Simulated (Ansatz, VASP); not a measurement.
TiO2 in VASP and in Ansatz

```
Ti O
1.0
     4.50492    0.00000    0.00000
     0.00000    4.50492    0.00000
     0.00000    0.00000    2.89442
Ti O
2 4
Direct
  0.00000 0.00000 0.00000
  0.50000 0.50000 0.50000
  0.30265 0.30265 0.00000
  0.19735 0.80265 0.50000
  0.80265 0.19735 0.50000
  0.69735 0.69735 0.00000
```

Change from the starting cell: hydrostatic strain -2.0%.

Alike in both runs: task single point; functional PBE; k mesh 6 × 6 × 8; occupations fermi-dirac, width 0.02 eV; no spin polarisation.

|  | VASP | Ansatz |
| --- | --- | --- |
| version | VASP 6.6.1 | Ansatz 0.2.0 |
| potentials or method | VASP PAW PBE potentials, release 64 (Ti_sv, O) | plane waves, PAW |
| plane-wave cutoff (eV) | 520 | 420 |
| valence electrons in the cell | 48 | 48 |

Ansatz gave:

| Property | Result |
| --- | --- |
| gap on the k mesh at the Fermi level (eV) | 1.96 |
| pressure (GPa) | 21.7 |
| traceless stress, the component that is largest in VASP (GPa) | 2.23 |
| rms of the force components (eV/Å) | 0.025 |

Task: Which values does VASP return?

Result: gap on the k mesh at the Fermi level (eV): 1.93; pressure (GPa): 22.5; traceless stress, the component that is largest in VASP (GPa): 2.40; rms of the force components (eV/Å): 0.036.

Atom by atom the forces differ by 0.011 eV/Å (rms over components).
